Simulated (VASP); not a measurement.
# WS2 in VASP: notebook

WS2 is run at these levels: PBEsol; tasks: single point.

Program: VASP 6.6.1. These are calculated values, not measurements. Logs are shortened: lines on timing, memory, paths and dates and some standing lists are left out, and cuts for length are marked.

## 1. The cell of the first run

The cell holds a slab with vacuum, 3 atoms: a = 3.240 Å, b = 3.240 Å, c = 16.648 Å, α = 90.00°, β = 90.00°, γ = 120.00°.

## 2. Single point, PBEsol

The input, INCAR:

```
SYSTEM = WS2
ALGO = Normal
EDIFF = 1E-6
ENCUT = 520
GGA = PS
ISIF = 2
ISMEAR = 0
LASPH = .TRUE.
LCHARG = .FALSE.
LREAL = .FALSE.
LWAVE = .FALSE.
NBANDS = 20
NELM = 100
PREC = Accurate
SIGMA = 0.02
```

The input, KPOINTS:

```
k-points
0
G
  12 12 2
  0 0 0
```

The input, POSCAR:

```
WS2
1.0
    3.2401495069      0.0000000000      0.0000000000
   -1.6200747535      2.8060517851      0.0000000000
    0.0000000000      0.0000000000     16.6477813121
W S
1 2
Direct
    0.3333333333      0.6666666667      0.0000000000
    0.6666666667      0.3333333333      0.9078747263
    0.6666666667      0.3333333333      0.0921252737
```

Potentials or basis: VASP PAW PBE potentials, release 64 (W_sv, S).

Launch:

```sh
cat potpaw_PBE.64/W_sv/POTCAR potpaw_PBE.64/S/POTCAR > POTCAR
mpirun -np 1 vasp_std > vasp.out
```

OUTCAR:

```text
SYSTEM = WS2
   EDIFF = 1E-6
   ENCUT = 520
   GGA = PS
   ISIF = 2
   ISMEAR = 0
   LASPH = .TRUE.
   LREAL = .FALSE.
   NELM = 100
   PREC = Accurate

 ion  position               nearest neighbor table
   1  0.333  0.667  0.000-   2 2.42   3 2.42   2 2.42   3 2.42   2 2.42   3 2.42
   2  0.667  0.333  0.908-   1 2.42   1 2.42   1 2.42
   3  0.667  0.333  0.092-   1 2.42   1 2.42   1 2.42

  LATTYP: Found a hexagonal cell.
 ALAT       =     3.2401495069
 C/A-ratio  =     5.1379670218

  Lattice vectors:

 A1 = (   3.2401495069,   0.0000000000,   0.0000000000)
 A2 = (  -1.6200747535,   2.8060517851,   0.0000000000)
 A3 = (   0.0000000000,   0.0000000000,  16.6477813121)

Analysis of symmetry for initial positions (statically):
=====================================================================
 Subroutine PRICEL returns:
 Original cell was already a primitive cell.

 Routine SETGRP: Setting up the symmetry group for a
 hexagonal supercell.

 Subroutine GETGRP returns: Found 12 space group operations
 (whereof 12 operations were pure point group operations)
 out of a pool of 24 trial point group operations.

The static configuration has the point symmetry D_3h.

Analysis of symmetry for dynamics (positions and initial velocities):
=====================================================================
 Subroutine PRICEL returns:
 Original cell was already a primitive cell.

 Routine SETGRP: Setting up the symmetry group for a
 hexagonal supercell.

 Subroutine GETGRP returns: Found 12 space group operations
 (whereof 12 operations were pure point group operations)
 out of a pool of 24 trial point group operations.

The dynamic configuration has the point symmetry D_3h.

 Subroutine INISYM returns: Found 12 space group operations
 (whereof 12 operations are pure point group operations),
 and found     1 'primitive' translations

----------------------------------------------------------------------------------------

                                     Primitive cell

  volume of cell :     151.3621

  direct lattice vectors                    reciprocal lattice vectors
     3.240149507  0.000000000  0.000000000     0.308627734  0.178186305  0.000000000
    -1.620074753  2.806051785  0.000000000     0.000000000  0.356372611  0.000000000
     0.000000000  0.000000000 16.647781312     0.000000000  0.000000000  0.060068064

  length of vectors
     3.240149507  3.240149507 16.647781312     0.356372611  0.356372611  0.060068064

  position of ions in fractional coordinates (direct lattice)
     0.333333333  0.666666667  0.000000000
     0.666666667  0.333333333  0.907874726
     0.666666667  0.333333333  0.092125274

  ion indices of the primitive-cell ions
   primitive index   ion index
                 1           1
                 2           2
                 3           3

----------------------------------------------------------------------------------------

 KPOINTS: k-points

Automatic generation of k-mesh.
 Grid dimensions read from file:
 generate k-points for:   12   12    2

 Generating k-lattice:

  Cartesian coordinates                     Fractional coordinates (reciprocal lattice)
     0.025718978  0.014848859  0.000000000     0.083333333  0.000000000  0.000000000
     0.000000000  0.029697718  0.000000000     0.000000000  0.083333333  0.000000000
     0.000000000  0.000000000  0.030034032     0.000000000  0.000000000  0.500000000

  Length of vectors
     0.029697718  0.029697718  0.030034032

  Shift w.r.t. Gamma in fractional coordinates (k-lattice)
     0.000000000  0.000000000  0.000000000

 Subroutine IBZKPT returns following result:
 ===========================================

 Found     38 irreducible k-points:

 Following reciprocal coordinates:
            Coordinates               Weight
  0.000000  0.000000  0.000000      1.000000
  0.083333  0.000000  0.000000      6.000000
  0.166667  0.000000  0.000000      6.000000
  0.250000  0.000000  0.000000      6.000000
  0.333333  0.000000  0.000000      6.000000
  0.416667  0.000000  0.000000      6.000000
[... 16 lines left out ...]
  0.250000  0.000000  0.500000      6.000000
  0.333333  0.000000  0.500000      6.000000
 [... further k-points ...]
   k-points           NKPTS =     38   k-points in BZ     NKDIM =     38   number of bands    NBANDS=     20
   number of dos      NEDOS =    301   number of ions     NIONS =      3
   total plane-waves  NPLWV =  72576
   dimension x,y,z NGX =    24 NGY =   24 NGZ =  126
   dimension x,y,z NGXF=    48 NGYF=   48 NGZF=  252
   ions per type =               1   2
   NGX,Y,Z   is equivalent  to a cutoff of  12.31, 12.31, 12.58 a.u.
   NGXF,Y,Z  is equivalent  to a cutoff of  24.63, 24.63, 25.16 a.u.
 SYSTEM =  WS2
   PREC   = accura    normal or accurate (medium, high low for compatibility)
   ISTART =      0    job   : 0-new  1-cont  2-samecut
   ICHARG =      2    charge: 1-file 2-atom 10-const
   ISPIN  =      1    spin polarized calculation?
   LNONCOLLINEAR =      F non collinear calculations
   LSORBIT =      F    spin-orbit coupling
   LASPH  =      T    aspherical Exc in radial PAW
   ENCUT  =  520.0 eV  38.22 Ry    6.18 a.u.   6.02  6.02 30.95*2*pi/ulx,y,z
   NELM   =    100;   NELMIN=  2; NELMDL= -5     # of ELM steps
   EDIFF  = 0.1E-05   stopping-criterion for ELM
   LREAL  =      F    real-space projection
   EDIFFG = 0.1E-04   stopping-criterion for IOM
   NSW    =      0    number of steps for IOM
   IBRION =     -1    ionic relax: 0-MD 1-quasi-New 2-CG
   NFREE  =      0    steps in history (QN), initial steepest desc. (CG)
   ISIF   =      2    stress and relaxation
   ISYM   =      2    0-nonsym 1-usesym 2-fastsym
   POTIM  = 0.5000    time-step for ionic-motion
   TEBEG  =    0.0;   TEEND  =   0.0 temperature during run
   PSTRESS=    0.0 pullay stress
   NELECT =      26.0000    total number of electrons
   NUPDOWN=      -1.0000    fix difference up-down
   EMIN   =  10.00;   EMAX   =-10.00  energy-range for DOS
   EFERMI =   0.00;   METHOD = LEGACY
   ISMEAR =     0;   SIGMA  =   0.02  broadening in eV -4-tet -1-fermi 0-gaus
   EFERMI_NEDOS =   21; number of points for ismear=-14 and -15
   IALGO  =     38    algorithm
   IMIX   =      4    mixing-type and parameters
     AMIX     =   0.40;   BMIX     =  1.00
     AMIX_MAG =   1.60;   BMIX_MAG =  1.00
  volume/ion in A,a.u.               =      50.45       340.48
  Fermi-wavevector in a.u.,A,eV,Ry     =   0.910040  1.719725 11.267963  0.828172
  Thomas-Fermi vector in A             =   2.034155
   LORBIT       =      0    0 simple, 1 ext, 2 COOP (PROOUT), +10 PAW based schemes
   GGA     = PS    functional components
   LHFCALC =     F    Hartree Fock is set to
   AEXX    =    0.0000 exact exchange contribution
   IVDW    =     0    specifies the selected vdW correction
   LEPSILON=     F    determine dielectric tensor
   LRPA    =     F    only Hartree local field effects (RPA)
 non-spin polarized calculation
 Gauss-broadening in eV      SIGMA  =   0.02
  energy-cutoff  :      520.00
  volume of cell :      151.36
 maximum number of plane-waves:      4140
   NGX = 13   NGY = 13   NGZ = 61

 number of electron      26.0000005 magnetization

 Free energy of the ion-electron system (eV)
  ---------------------------------------------------
  ext. energy  EPLUGINS =         0.00000000
  ---------------------------------------------------
  free energy    TOTEN  =       -25.16670601 eV

  energy without entropy =      -25.16670601  energy(sigma->0) =      -25.16670601

 E-fermi :  -0.9631     XC(G=0):  -4.5440

 val. band max:       -1.1707571378   @ k =   0.0000   0.0000   0.5000
 cond. band min:       0.1168281432   @ k =   0.3333   0.3333   0.0000
 fundamental gap:      1.2875852810
 Fermi energy:        -0.9631428677

 k-point     1 :       0.0000    0.0000    0.0000
  band No.  band energies     occupation
      1     -75.4109      2.00000
      2     -39.6175      2.00000
      3     -39.5251      2.00000
      4     -39.5251      2.00000
      5     -16.0197      2.00000
      6     -14.2871      2.00000
[... 12 lines left out ...]
     19       4.1501      0.00000
     20       4.3095      0.00000

 k-point     2 :       0.0833    0.0000    0.0000
  band No.  band energies     occupation
      1     -75.4100      2.00000
      2     -39.6141      2.00000
      3     -39.5442      2.00000
      4     -39.5295      2.00000
      5     -15.9116      2.00000
      6     -14.2513      2.00000
[... 12 lines left out ...]
     19       4.3901      0.00000
     20       4.4405      0.00000

 k-point     3 :       0.1667    0.0000    0.0000
  band No.  band energies     occupation
      1     -75.4077      2.00000
      2     -39.6048      2.00000
      3     -39.5963      2.00000
      4     -39.5417      2.00000
      5     -15.6043      2.00000
      6     -14.1497      2.00000
[... 12 lines left out ...]
     19       4.8153      0.00000
     20       5.2557      0.00000

 k-point     4 :       0.2500    0.0000    0.0000
  band No.  band energies     occupation
      1     -75.4044      2.00000
      2     -39.6665      2.00000
      3     -39.5920      2.00000
      4     -39.5583      2.00000
      5     -15.1501      2.00000
      6     -14.0014      2.00000
[... 12 lines left out ...]
     19       5.3856      0.00000
     20       5.9374      0.00000

 k-point     5 :       0.3333    0.0000    0.0000
  band No.  band energies     occupation
      1     -75.4012      2.00000
      2     -39.7359      2.00000
      3     -39.5792      2.00000
      4     -39.5749      2.00000
      5     -14.6415      2.00000
      6     -13.8398      2.00000
[... 12 lines left out ...]
     19       5.8953      0.00000
     20       5.9835      0.00000
[... 353 lines left out ...]
      6     -14.2513      2.00000
[... 12 lines left out ...]
     19       4.1796      0.00000
     20       4.6275      0.00000

 k-point    22 :       0.1667    0.0000    0.5000
  band No.  band energies     occupation
      1     -75.4077      2.00000
      2     -39.6048      2.00000
      3     -39.5962      2.00000
      4     -39.5417      2.00000
      5     -15.6043      2.00000
      6     -14.1497      2.00000
[... 12 lines left out ...]
     19       4.5656      0.00000
     20       5.4818      0.00000

 k-point    23 :       0.2500    0.0000    0.5000
  band No.  band energies     occupation
      1     -75.4044      2.00000
      2     -39.6665      2.00000
      3     -39.5920      2.00000
      4     -39.5583      2.00000
      5     -15.1501      2.00000
      6     -14.0014      2.00000
[... 12 lines left out ...]
     19       5.1752      0.00000
     20       6.2059      0.00000

 k-point    24 :       0.3333    0.0000    0.5000
  band No.  band energies     occupation
      1     -75.4012      2.00000
      2     -39.7359      2.00000
      3     -39.5792      2.00000
      4     -39.5749      2.00000
      5     -14.6415      2.00000
      6     -13.8398      2.00000
[... 12 lines left out ...]
     19       5.8857      0.00000
     20       5.9726      0.00000

 [... further k-points ...]

------------------------ aborting loop because EDIFF is reached ----------------------------------------

  FORCE on cell =-STRESS in cart. coord.  units (eV):
  Direction    XX          YY          ZZ          XY          YZ          ZX
  --------------------------------------------------------------------------------------
  -------------------------------------------------------------------------------------
  Total       -2.7870078     -2.7870078      0.0346539      0.0000000      0.0000000      0.0000000
  in kB      -29.5006562    -29.5006562      0.3668139      0.0000000      0.0000000      0.0000000
  external PRESSURE =     -19.5448328 kB  Pullay stress =       0.0000000 kB

 VOLUME and BASIS-vectors are now :
 -----------------------------------------------------------------------------
  energy-cutoff  :      520.00
  volume of cell :      151.36
      direct lattice vectors                 reciprocal lattice vectors
     3.240149507  0.000000000  0.000000000     0.308627734  0.178186305  0.000000000
    -1.620074753  2.806051785  0.000000000     0.000000000  0.356372611  0.000000000
     0.000000000  0.000000000 16.647781312     0.000000000  0.000000000  0.060068064

 POSITION                                       TOTAL-FORCE (eV/Angst)
 -----------------------------------------------------------------------------------
     -0.00000      1.87070      0.00000         0.000000      0.000000     -0.000000
      1.62007      0.93535     15.11410         0.000000      0.000000     -0.020458
      1.62007      0.93535      1.53368        -0.000000      0.000000      0.020458
 -----------------------------------------------------------------------------------
    total drift:                                0.000000     -0.000000     -0.000000

  FREE ENERGIE OF THE ION-ELECTRON SYSTEM (eV)
  ---------------------------------------------------
  free  energy   TOTEN  =       -25.1667060110 eV

  energy  without entropy=      -25.1667060110  energy(sigma->0) =      -25.16670601
```

Wall time 5.2 min (1 thread of Intel Xeon 8259CL, shared host); peak memory 0.3 GiB.

What came out:

- Free energy: -25.1667 eV
- Largest force: 0.020 eV/Å
- Band gap on the k mesh: 1.29 eV (least direct gap 1.55 eV)

Forces on the atoms (eV/Å):
```
W    0.000  0.000  0.000
S    0.000  0.000 -0.020
S    0.000  0.000  0.020
```

Caveat: the PAW data sets were made with another functional, which shifts forces and pressure a little; spin-orbit coupling is left out, which moves the levels of the heavy elements.

## 3. Single point, PBEsol (biaxial strain in the a-b plane: +4.5 %, then relaxed in part)

The input, INCAR:

```
  PREC = Accurate
  ENCUT = 520
  EDIFF = 1E-7
  ISMEAR = 0
  SIGMA = 0.02
  LREAL = False
  LASPH = True
  NELM = 100
  ALGO = Normal
  ISIF = 2
  LWAVE = False
  LCHARG = False
  GGA = PS
  NBANDS = 20
```

The input, KPOINTS:

```
Automatic mesh
0
Gamma
  12 12 2
```

The input, POSCAR:

```
WS2
1.0
    3.2873361502      0.0000000000      0.0000000000
   -1.6436680751      2.8469166169      0.0000000000
    0.0000000000      0.0000000000     16.4953119040
W S
1 2
Direct
    0.3333333333      0.6666666667      0.0000000000
    0.6666666667      0.3333333333      0.9079587348
    0.6666666667      0.3333333333      0.0920412652
```

Potentials or basis: VASP PAW PBE potentials, release 64 (W_sv, S).

Launch:

```sh
cat potpaw_PBE.64/W_sv/POTCAR potpaw_PBE.64/S/POTCAR > POTCAR
mpirun -np 1 vasp_std > vasp.out
```

It took 5.1 min on 1 thread of Intel Xeon 8259CL, shared host; peak memory 0.31 GiB.

It converged, with:

| Item | Value |
| --- | --- |
| Free energy | -25.0674 eV |
| Largest force | 0.019 eV/Å |
| Band gap on the k mesh | 0.95 eV (least direct gap 1.40 eV) |

Forces on the atoms (eV/Å):
```
W    0.000  0.000  0.000
S    0.000  0.000 -0.019
S    0.000  0.000  0.019
```

Levels at points of the mesh, in eV from the valence-band top:
```csv
k point,band 11,band 12,band 13,band 14,band 15,band 16
"(0.00, 0.00, 0.00)",-2.26,-2.03,0.00,2.31,2.31,2.63
"(0.50, 0.00, 0.00)",-2.13,-1.93,-1.19,2.04,2.48,3.62
"(0.00, 0.00, 0.50)",-2.26,-2.03,0.00,2.31,2.31,2.63
"(0.50, 0.00, 0.50)",-2.13,-1.93,-1.19,2.04,2.48,3.62
```

Caveat: the cell differs from its parent crystal (biaxial strain in the a-b plane: +4.5 %, then relaxed in part); the PAW data sets were made with another functional, which shifts forces and pressure a little; spin-orbit coupling is left out, which moves the levels of the heavy elements.

## 4. Single point, PBEsol (biaxial strain in the a-b plane: +4.5 %)

The input, INCAR:

```
SYSTEM = WS2
PREC     = Accurate       ! precision mode
ENCUT    = 520            ! plane-wave cutoff, eV
EDIFF    = 1E-6           ! SCF threshold, eV
ISMEAR   = 0              ! smearing method
SIGMA    = 0.02           ! smearing width, eV
LREAL    = .FALSE.        ! projectors in reciprocal space
LASPH    = .TRUE.         ! aspherical terms in the spheres
NELM     = 100            ! most SCF steps
ALGO     = Normal         ! electronic algorithm
ISIF     = 2              ! what is computed and relaxed
LWAVE    = .FALSE.        ! write WAVECAR
LCHARG   = .FALSE.        ! write CHGCAR
GGA      = PS             ! functional
NBANDS   = 20             ! bands
```

The input, KPOINTS:

```
Automatic mesh
0
G
  12 12 2
  0 0 0
```

The input, POSCAR:

```
WS2
1.0
    3.2873361502      0.0000000000      0.0000000000
   -1.6436680751      2.8469166169      0.0000000000
    0.0000000000      0.0000000000     16.4956786513
W S
1 2
Direct
    0.3333333333      0.6666666667      0.0000000000
    0.6666666667      0.3333333333      0.9078747263
    0.6666666667      0.3333333333      0.0921252737
```

Launch:

```sh
cat potpaw_PBE.64/W_sv/POTCAR potpaw_PBE.64/S/POTCAR > POTCAR
mpirun -np 1 vasp_std > vasp.out
```

It took 4.7 min on 1 thread of Intel Xeon 8259CL, shared host; peak memory 0.31 GiB.

Results (log left out):

| Item | Value |
| --- | --- |
| Free energy | -25.0674 eV |
| Largest force | 0.009 eV/Å |
| Band gap on the k mesh | 0.96 eV (least direct gap 1.40 eV) |

Forces in eV/Å, atoms in the order of the input:
```
W    0.000  0.000  0.000
S    0.000  0.000  0.009
S    0.000  0.000 -0.009
```

Levels at points of the mesh, in eV from the valence-band top:
```
           k point  band 11  band 12  band 13  band 14  band 15  band 16
(0.00, 0.00, 0.00)    -2.25    -2.03     0.00     2.31     2.31     2.63
(0.50, 0.00, 0.00)    -2.13    -1.92    -1.18     2.05     2.48     3.62
(0.00, 0.00, 0.50)    -2.25    -2.03     0.00     2.31     2.31     2.63
(0.50, 0.00, 0.50)    -2.13    -1.92    -1.18     2.05     2.48     3.62
```

Caveat: the cell differs from its parent crystal (biaxial strain in the a-b plane: +4.5 %); the PAW data sets were made with another functional, which shifts forces and pressure a little; spin-orbit coupling is left out, which moves the levels of the heavy elements.

## 5. Overview

```tsv
cell	gap on the mesh (eV)	largest force (eV/Å)
a = 3.240, b = 3.240, c = 16.648 Å, angles 90.0, 90.0, 120.0°, 3 atoms	1.29	0.02
a = 3.287, b = 3.287, c = 16.495 Å, angles 90.0, 90.0, 120.0°, 3 atoms	0.95	0.02
a = 3.287, b = 3.287, c = 16.496 Å, angles 90.0, 90.0, 120.0°, 3 atoms	0.96	0.01
```

Alike in all rows: task single point; level PBEsol; potentials or basis VASP PAW PBE potentials, release 64 (W_sv, S); no spin polarisation; k mesh 12 × 12 × 2; cutoff (eV) 520; smearing gaussian 0.02 eV.

Caveats: the PAW data sets were made with another functional, which shifts forces and pressure a little; spin-orbit coupling is left out, which moves the levels of the heavy elements.

Absolute energies hang on the potentials; compare differences alone.
